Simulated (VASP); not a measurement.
LiNbO:

```
Li Nb O
1.0
     2.85006    0.00000    0.00000
     0.00000    2.85006    0.00000
     0.00000    0.00000    4.00348
Li Nb O
1 1 1
Cartesian
  0.0000 0.0000 0.0000
  1.4250 1.4250 0.0000
  1.4250 1.4250 2.0017
```

| Property | Result |
| --- | --- |
| Program | VASP 6.6.1 |
| Task | relaxation of cell and atoms |
| Functional | PBE |
| Potentials or basis | VASP PAW PBE potentials, release 64 (Li_sv, Nb_sv, O) |
| Cutoff | 600 eV |
| k mesh | 6 × 6 × 4 |
| Occupations | gaussian, width 0.1 eV |
| Spin | no spin polarisation |

At the start: pressure 48.3 GPa; volume 10.84 Å³/atom.

Problem. Where does the relaxation end?

Solution. Over 8 steps the energy falls by 1292.9 meV/atom and the volume is 17.35 Å³/atom (+60.1 %); space group P4/mmm (No. 123, to 0.05 Å).

Step by step:
```tsv
step	energy change (eV)	largest force (eV/Å)	pressure (GPa)	volume (Å³)
1	0.0000	0.0000	48.31	32.52
2	-3.5451	0.0000	15.94	48.73
3	-3.5939	0.0000	16.89	46.46
4	-3.5901	0.0000	16.49	47.35
5	-2.7677	0.0000	-18.72	64.70
6	-3.8758	0.0000	-1.30	52.59
7	-3.8786	0.0000	-0.15	52.15
8	-3.8786	0.0000	0.12	52.05
```

Final structure:
```
CELL_PARAMETERS angstrom
3.66382 0.00000 0.00000
0.00000 3.66382 0.00000
0.00000 0.00000 3.87738
ATOMIC_POSITIONS crystal
Li 0.00000 0.00000 0.00000
Nb 0.50000 0.50000 0.00000
O 0.50000 0.50000 0.50000
```

Caveat: the k points lie up to 0.41 Å⁻¹ apart in the final cell; the cutoff is under 1.25 times the usual one of these potentials, so pressure, stress and relaxed cells hold a basis-set (Pulay) error; the volume moved by over 15 % at a fixed basis, so the end points are rough.
